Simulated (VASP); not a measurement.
Here is a VASP 6.6.1 calculation.

File INCAR:

```
SYSTEM = Br
ALGO = Normal ; EDIFF = 1E-6
ENCUT = 520 ; GGA = RE
ISIF = 2 ; ISMEAR = -1
IVDW = 12 ; LASPH = .True.
LCHARG = .False. ; LREAL = .False.
LWAVE = .False. ; NBANDS = 22
NELM = 80 ; PREC = Accurate
SIGMA = 0.05
```

File KPOINTS:

```
k-points
0
Gamma
  7 7 3
  0 0 0
```

Contents of POSCAR:

```
Br
1.0
    3.3981403683     -2.0904889303      0.0000000000
    3.3981403683      2.0904889303      0.0000000000
    0.0000000000      0.0000000000      8.5718846838
Br
4
Direct
    0.3494349322      0.6505650678      0.3813365291
    0.1505650678      0.8494349322      0.8813365291
    0.6505650678      0.3494349322      0.6186634709
    0.8494349322      0.1505650678      0.1186634709
```

Potentials or basis: VASP PAW PBE potentials, release 64 (Br).

Launch:

```sh
$ cat potpaw_PBE.64/Br/POTCAR > POTCAR
$ mpirun -np 1 vasp_std > vasp.out
```

(1) Predict the pressure.

(2) Predict the band gap on the k mesh.

(3) Predict the largest force.

(4) Estimate the dispersion energy per atom.

Answers

(1) 0.0 GPa.

(2) 1.40 eV, indirect (least direct gap 1.45 eV).

(3) 0.005 eV/Å.

(4) -0.467 eV.

Caveat: the PAW data sets were made with another functional, which shifts forces and pressure a little.
